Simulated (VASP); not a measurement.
# Zr in VASP: single point with PBE

Aim: the single point of Zr with PBE.

Everything below comes from runs of VASP 6.6.1. Logs are shortened: lines on timing, memory, paths and dates and some standing lists are left out, and cuts for length are marked.

### 1 The cell of the first run

The cell holds a slab with vacuum, 5 atoms: a = 3.189 Å, b = 3.189 Å, c = 25.415 Å, α = 90.00°, β = 90.00°, γ = 120.00°.

### 2 Single point, PBE

File INCAR:

```
PREC = Accurate ; ENCUT = 520
EDIFF = 1E-6 ; ISMEAR = -1
SIGMA = 0.05 ; LREAL = False
LASPH = True ; NELM = 80
ALGO = Normal ; ISIF = 2
LWAVE = False ; LCHARG = False
LDIPOL = True ; IDIPOL = 3
DIPOL = 0.5 0.5 0.500 ; GGA = PE
NBANDS = 38
```

File KPOINTS:

```
Automatic mesh
0
Gamma
  10 10 1
```

File POSCAR:

```
Zr
1.0
    3.1890515832      0.0000000000      0.0000000000
   -1.5945257916      2.7617996850      0.0000000000
    0.0000000000      0.0000000000     25.4153988562
Zr
5
Direct
    0.6666666667      0.3333333333      0.2950966870
    0.3333333333      0.6666666667      0.3975483435
    0.0000000000      0.0000000000      0.5000000000
    0.6666666667      0.3333333333      0.6024516565
    0.3333333333      0.6666666667      0.7049033130
```

Potentials or basis: VASP PAW PBE potentials, release 64 (Zr_sv).

Run with:

```sh
$ cat potpaw_PBE.64/Zr_sv/POTCAR > POTCAR
$ mpirun -np 1 vasp_std > vasp.out
```

OUTCAR:

```text
PREC = Accurate
   ENCUT = 520
   EDIFF = 1E-6
   ISMEAR = -1
   LREAL = False
   LASPH = True
   NELM = 80
   ISIF = 2
   GGA = PE

 ion  position               nearest neighbor table
   1  0.667  0.333  0.295-   2 3.19   2 3.19   2 3.19
   2  0.333  0.667  0.398-   1 3.19   3 3.19   1 3.19   3 3.19   3 3.19   1 3.19
   3  0.000  0.000  0.500-   2 3.19   4 3.19   2 3.19   4 3.19   4 3.19   2 3.19
   4  0.667  0.333  0.602-   5 3.19   3 3.19   5 3.19   3 3.19   3 3.19   5 3.19
   5  0.333  0.667  0.705-   4 3.19   4 3.19   4 3.19

  LATTYP: Found a hexagonal cell.
 ALAT       =     3.1890515832
 C/A-ratio  =     7.9695791031

  Lattice vectors:

 A1 = (   3.1890515832,   0.0000000000,   0.0000000000)
 A2 = (  -1.5945257916,   2.7617996850,   0.0000000000)
 A3 = (   0.0000000000,   0.0000000000,  25.4153988562)

Analysis of symmetry for initial positions (statically):
=====================================================================
 Subroutine PRICEL returns:
 Original cell was already a primitive cell.

 Routine SETGRP: Setting up the symmetry group for a
 hexagonal supercell.

 Subroutine GETGRP returns: Found 12 space group operations
 (whereof 12 operations were pure point group operations)
 out of a pool of 24 trial point group operations.

The static configuration has the point symmetry D_3d.

Analysis of symmetry for dynamics (positions and initial velocities):
=====================================================================
 Subroutine PRICEL returns:
 Original cell was already a primitive cell.

 Routine SETGRP: Setting up the symmetry group for a
 hexagonal supercell.

 Subroutine GETGRP returns: Found 12 space group operations
 (whereof 12 operations were pure point group operations)
 out of a pool of 24 trial point group operations.

The dynamic configuration has the point symmetry D_3d.

 Subroutine INISYM returns: Found 12 space group operations
 (whereof 12 operations are pure point group operations),
 and found     1 'primitive' translations

----------------------------------------------------------------------------------------

                                     Primitive cell

  volume of cell :     223.8467

  direct lattice vectors                    reciprocal lattice vectors
     3.189051583  0.000000000  0.000000000     0.313572852  0.181041370  0.000000000
    -1.594525792  2.761799685  0.000000000     0.000000000  0.362082741  0.000000000
     0.000000000  0.000000000 25.415398856     0.000000000  0.000000000  0.039346225

  length of vectors
     3.189051583  3.189051583 25.415398856     0.362082741  0.362082741  0.039346225

  position of ions in fractional coordinates (direct lattice)
     0.666666667  0.333333333  0.295096687
     0.333333333  0.666666667  0.397548343
     0.000000000  0.000000000  0.500000000
     0.666666667  0.333333333  0.602451657
     0.333333333  0.666666667  0.704903313

  ion indices of the primitive-cell ions
   primitive index   ion index
                 1           1
                 2           2
                 3           3
                 4           4
                 5           5

----------------------------------------------------------------------------------------

 KPOINTS: Automatic mesh

Automatic generation of k-mesh.
 Grid dimensions read from file:
 generate k-points for:   10   10    1

 Generating k-lattice:

  Cartesian coordinates                     Fractional coordinates (reciprocal lattice)
     0.031357285  0.018104137  0.000000000     0.100000000  0.000000000  0.000000000
     0.000000000  0.036208274  0.000000000     0.000000000  0.100000000  0.000000000
     0.000000000  0.000000000  0.039346225     0.000000000  0.000000000  1.000000000

  Length of vectors
     0.036208274  0.036208274  0.039346225

  Shift w.r.t. Gamma in fractional coordinates (k-lattice)
     0.000000000  0.000000000  0.000000000

 Subroutine IBZKPT returns following result:
 ===========================================

 Found     14 irreducible k-points:

 Following reciprocal coordinates:
            Coordinates               Weight
  0.000000  0.000000  0.000000      1.000000
  0.100000  0.000000  0.000000      6.000000
  0.200000  0.000000  0.000000      6.000000
  0.300000 -0.000000  0.000000      6.000000
  0.400000  0.000000  0.000000      6.000000
  0.500000 -0.000000  0.000000      3.000000
  0.100000  0.100000  0.000000      6.000000
  0.200000  0.100000  0.000000     12.000000
  0.300000  0.100000  0.000000     12.000000
  0.400000  0.100000  0.000000     12.000000
  0.200000  0.200000  0.000000      6.000000
  0.300000  0.200000  0.000000     12.000000
  0.400000  0.200000  0.000000      6.000000
  0.300000  0.300000  0.000000      6.000000
   k-points           NKPTS =     14   k-points in BZ     NKDIM =     14   number of bands    NBANDS=     38
   number of dos      NEDOS =    301   number of ions     NIONS =      5
   total plane-waves  NPLWV = 110592
   dimension x,y,z NGX =    24 NGY =   24 NGZ =  192
   dimension x,y,z NGXF=    48 NGYF=   48 NGZF=  384
   ions per type =               5
   NGX,Y,Z   is equivalent  to a cutoff of  12.51, 12.51, 12.56 a.u.
   NGXF,Y,Z  is equivalent  to a cutoff of  25.02, 25.02, 25.12 a.u.
 SYSTEM =  unknown system
   PREC   = accura    normal or accurate (medium, high low for compatibility)
   ISTART =      0    job   : 0-new  1-cont  2-samecut
   ICHARG =      2    charge: 1-file 2-atom 10-const
   ISPIN  =      1    spin polarized calculation?
   LNONCOLLINEAR =      F non collinear calculations
   LSORBIT =      F    spin-orbit coupling
   LASPH  =      T    aspherical Exc in radial PAW
   ENCUT  =  520.0 eV  38.22 Ry    6.18 a.u.   5.93  5.93 47.26*2*pi/ulx,y,z
   NELM   =     80;   NELMIN=  2; NELMDL= -5     # of ELM steps
   EDIFF  = 0.1E-05   stopping-criterion for ELM
   LREAL  =      F    real-space projection
   EDIFFG = 0.1E-04   stopping-criterion for IOM
   NSW    =      0    number of steps for IOM
   IBRION =     -1    ionic relax: 0-MD 1-quasi-New 2-CG
   NFREE  =      0    steps in history (QN), initial steepest desc. (CG)
   ISIF   =      2    stress and relaxation
   ISYM   =      2    0-nonsym 1-usesym 2-fastsym
   POTIM  = 0.5000    time-step for ionic-motion
   TEBEG  =    0.0;   TEEND  =   0.0 temperature during run
   PSTRESS=    0.0 pullay stress
   NELECT =      60.0000    total number of electrons
   NUPDOWN=      -1.0000    fix difference up-down
   EMIN   =  10.00;   EMAX   =-10.00  energy-range for DOS
   EFERMI =   0.00;   METHOD = LEGACY
   ISMEAR =    -1;   SIGMA  =   0.05  broadening in eV -4-tet -1-fermi 0-gaus
   EFERMI_NEDOS =   21; number of points for ismear=-14 and -15
   IALGO  =     38    algorithm
   IMIX   =      4    mixing-type and parameters
     AMIX     =   0.40;   BMIX     =  1.00
     AMIX_MAG =   1.60;   BMIX_MAG =  1.00
  volume/ion in A,a.u.               =      44.77       302.12
  Fermi-wavevector in a.u.,A,eV,Ry     =   1.055541  1.994683 15.159154  1.114166
  Thomas-Fermi vector in A             =   2.190743
   LORBIT       =      0    0 simple, 1 ext, 2 COOP (PROOUT), +10 PAW based schemes
   GGA     = PE    functional components
   LHFCALC =     F    Hartree Fock is set to
   AEXX    =    0.0000 exact exchange contribution
   IVDW    =     0    specifies the selected vdW correction
   LEPSILON=     F    determine dielectric tensor
   LRPA    =     F    only Hartree local field effects (RPA)
 non-spin polarized calculation
  energy-cutoff  :      520.00
  volume of cell :      223.85
 maximum number of plane-waves:      6070
 NGX is ok and might be reduce to    24
   NGX = 11   NGY = 11   NGZ = 95

 dipolmoment           0.000000      0.000000      0.000000 electrons x Angstroem

 number of electron      60.0000000 magnetization

 dipolmoment           0.000000      0.000000     -0.000000 electrons x Angstroem

 Free energy of the ion-electron system (eV)
  ---------------------------------------------------
  ext. energy  EPLUGINS =         0.00000000
  ---------------------------------------------------
  free energy    TOTEN  =       -40.73258661 eV

  energy without entropy =      -40.66385918  energy(sigma->0) =      -40.69822290

 E-fermi :   2.7106     XC(G=0):  -6.5256

 val. band max:        2.7011544814   @ k =   0.2000   0.1000   0.0000
 cond. band min:       2.7142625006   @ k =   0.3000   0.2000   0.0000
 fundamental gap:      0.0131080192
 Fermi energy:         2.7105781022

 k-point     1 :       0.0000    0.0000    0.0000
  band No.  band energies     occupation
      1     -46.2570      2.00000
      2     -46.2569      2.00000
      3     -45.9518      2.00000
      4     -45.9159      2.00000
      5     -45.8391      2.00000
      6     -24.5212      2.00000
[... 30 lines left out ...]
     37       3.7694      0.00000
     38       3.9420      0.00000

 k-point     2 :       0.1000    0.0000    0.0000
  band No.  band energies     occupation
      1     -46.2474      2.00000
      2     -46.2474      2.00000
      3     -45.9406      2.00000
      4     -45.9069      2.00000
      5     -45.8319      2.00000
      6     -24.4968      2.00000
[... 30 lines left out ...]
     37       3.9364      0.00000
     38       3.9494      0.00000

 k-point     3 :       0.2000    0.0000    0.0000
  band No.  band energies     occupation
      1     -46.2222      2.00000
      2     -46.2222      2.00000
      3     -45.9108      2.00000
      4     -45.8832      2.00000
      5     -45.8134      2.00000
      6     -24.4347      2.00000
[... 30 lines left out ...]
     37       4.2863      0.00000
     38       4.4755      0.00000

 k-point     4 :       0.3000   -0.0000    0.0000
  band No.  band energies     occupation
      1     -46.1909      2.00000
      2     -46.1909      2.00000
      3     -45.8724      2.00000
      4     -45.8536      2.00000
      5     -45.7916      2.00000
      6     -24.4188      2.00000
[... 30 lines left out ...]
     37       4.5083      0.00000
     38       4.9812      0.00000
[... 293 lines left out ...]
      4     -45.8203      2.00000
      5     -45.7698      2.00000
      6     -24.5247      2.00000
[... 30 lines left out ...]
     37       4.5564      0.00000
     38       4.9487      0.00000

 k-point    13 :       0.4000    0.2000    0.0000
  band No.  band energies     occupation
      1     -46.1477      2.00000
      2     -46.1477      2.00000
      3     -45.8153      2.00000
      4     -45.8129      2.00000
      5     -45.7658      2.00000
      6     -24.5571      2.00000
[... 30 lines left out ...]
     37       4.4488      0.00000
     38       4.9710      0.00000

 k-point    14 :       0.3000    0.3000    0.0000
  band No.  band energies     occupation
      1     -46.1447      2.00000
      2     -46.1447      2.00000
      3     -45.8110      2.00000
      4     -45.8100      2.00000
      5     -45.7643      2.00000
      6     -24.4818      2.00000
[... 30 lines left out ...]
     37       4.9803      0.00000
     38       5.0821      0.00000

------------------------ aborting loop because EDIFF is reached ----------------------------------------

 vacuum level on the upper side and lower side of the slab       (xc-potential included)        -0.310        -0.310

  FORCE on cell =-STRESS in cart. coord.  units (eV):
  Direction    XX          YY          ZZ          XY          YZ          ZX
  --------------------------------------------------------------------------------------
  -------------------------------------------------------------------------------------
  Total       -1.2725925     -1.2725925     -1.6301572      0.0000000      0.0000000      0.0000000
  in kB       -9.1085511     -9.1085511    -11.6678117      0.0000000      0.0000000      0.0000000
  external PRESSURE =      -9.9616380 kB  Pullay stress =       0.0000000 kB

 VOLUME and BASIS-vectors are now :
 -----------------------------------------------------------------------------
  energy-cutoff  :      520.00
  volume of cell :      223.85
      direct lattice vectors                 reciprocal lattice vectors
     3.189051583  0.000000000  0.000000000     0.313572852  0.181041370  0.000000000
    -1.594525792  2.761799685  0.000000000     0.000000000  0.362082741  0.000000000
     0.000000000  0.000000000 25.415398856     0.000000000  0.000000000  0.039346225

 POSITION                                       TOTAL-FORCE (eV/Angst)
 -----------------------------------------------------------------------------------
      1.59453      0.92060      7.50000        -0.000000     -0.000000      0.367902
     -0.00000      1.84120     10.10385         0.000000      0.000000     -0.430760
      0.00000      0.00000     12.70770         0.000000      0.000000      0.000000
      1.59453      0.92060     15.31155        -0.000000      0.000000      0.430760
     -0.00000      1.84120     17.91540         0.000000      0.000000     -0.367902
 -----------------------------------------------------------------------------------
    total drift:                                0.000000      0.000000     -0.000000

  FREE ENERGIE OF THE ION-ELECTRON SYSTEM (eV)
  ---------------------------------------------------
  free  energy   TOTEN  =       -40.7325866133 eV

  energy  without entropy=      -40.6638591794  energy(sigma->0) =      -40.69822290

 vacuum level on the upper side and lower side of the slab         6.766         6.766
```

It took 6.8 min on 1 thread of Intel Xeon 8259CL, shared host; peak memory 0.35 GiB.

What came out:

| Item | Value |
| --- | --- |
| Free energy | -40.7326 eV |
| Largest force | 0.431 eV/Å |
| Band gap on the k mesh | zero (bands 30 and 31 overlap by 1.16 eV) |

Forces on the atoms (eV/Å):
```
Zr   0.000  0.000  0.368
Zr   0.000  0.000 -0.431
Zr   0.000  0.000  0.000
Zr   0.000  0.000  0.431
Zr   0.000  0.000 -0.368
```

Levels at points of the mesh, in eV from the Fermi level:
```tsv
k point	band 27	band 28	band 29	band 30	band 31	band 32	band 33	band 34
(0.00, 0.00, 0.00)	-0.08	0.30	0.43	0.77	0.84	0.84	0.92	0.97
(0.50, 0.00, 0.00)	-1.67	-1.05	-0.32	0.41	0.66	0.75	0.99	1.28
```
